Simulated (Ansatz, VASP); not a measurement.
Two plane-wave programs on W

```
W
1.0
    -1.54935    1.62369    1.62369
     1.62369   -1.54935    1.62369
     1.62369    1.62369   -1.54935
W
1
Direct
  0.00000 0.00000 0.00000
```

Change from the starting cell: equal engineering shear yz, xz and xy +0.0467, equal normal strain along x, y and z +0.0200.

Alike in both runs: task single point; functional PBE; k mesh 20 × 20 × 20; occupations gaussian, width 0.15 eV; no spin polarisation.

```csv
,VASP,Ansatz
version,VASP 6.6.1,Ansatz 0.2.0
potentials or method,"VASP PAW PBE potentials, release 64 (W_sv), cutoff 520 eV","scalar-relativistic, plane waves, PAW"
valence electrons in the cell,14,14
```

```tsv
	VASP	Ansatz	Ansatz less VASP
gap on the k mesh at the Fermi level (eV)	none	none	-
pressure (GPa)	-14.3	-14.6	-0.29
traceless stress, the component that is largest in VASP (GPa)	-4.67	-4.62	+0.050
```

A gap of «none» marks a metal or a gap that the smearing closes. The functional is the same, so the differences come from potentials, cutoffs and numerics.

Neither program's run includes spin-orbit coupling.
